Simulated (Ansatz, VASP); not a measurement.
**One calculation of CdInC4N4, two programs**

```
Cd In C N
1.0
     6.38607    0.00000    0.00000
     0.00000    6.38607    0.00000
     0.00000    0.00000    6.38607
Cd In C N
1 1 4 4
Cartesian
  3.1930 3.1930 3.1930
  0.0000 0.0000 0.0000
  1.2524 1.2524 1.2524
  1.2524 5.1336 5.1336
  5.1336 1.2524 5.1336
  5.1336 5.1336 1.2524
  1.9290 1.9290 1.9290
  1.9290 4.4570 4.4570
  4.4570 1.9290 4.4570
  4.4570 4.4570 1.9290
```

Alike in both runs: functional PBE; k mesh 6 × 6 × 6; occupations gaussian, width 0.1 eV; no spin polarisation.

Ansatz relaxed the structure, and its values are those at the end. VASP's run is a single point on that final structure, the one shown.

|  | VASP | Ansatz |
| --- | --- | --- |
| version | VASP 6.6.1 | Ansatz 0.2.0 |
| potentials or method | VASP PAW PBE potentials, release 64 (Cd, In_d, C, N), cutoff 520 eV | scalar-relativistic, plane waves, PAW |
| valence electrons in the cell | 61 | 69 |

```csv
,VASP,Ansatz,Ansatz less VASP
gap on the k mesh at the Fermi level (eV),none,none,-
pressure (GPa),0.4,0.0,-0.39
rms of the force components (eV/Å),0.178,0.001,-0.1772
```

A gap of «none» marks a metal or a gap that the smearing closes. One of these differences is far larger than is usual between the two programs; its cause wasn't traced. With one functional, cell and mesh, what is left measures potentials, basis and numerics. VASP's potentials hold 61 valence electrons a cell and Ansatz's 69, so a difference there can come from the potentials and not from the codes.

Noted on VASP's run: the standard files for N, O and F lose accuracy on very short bonds.
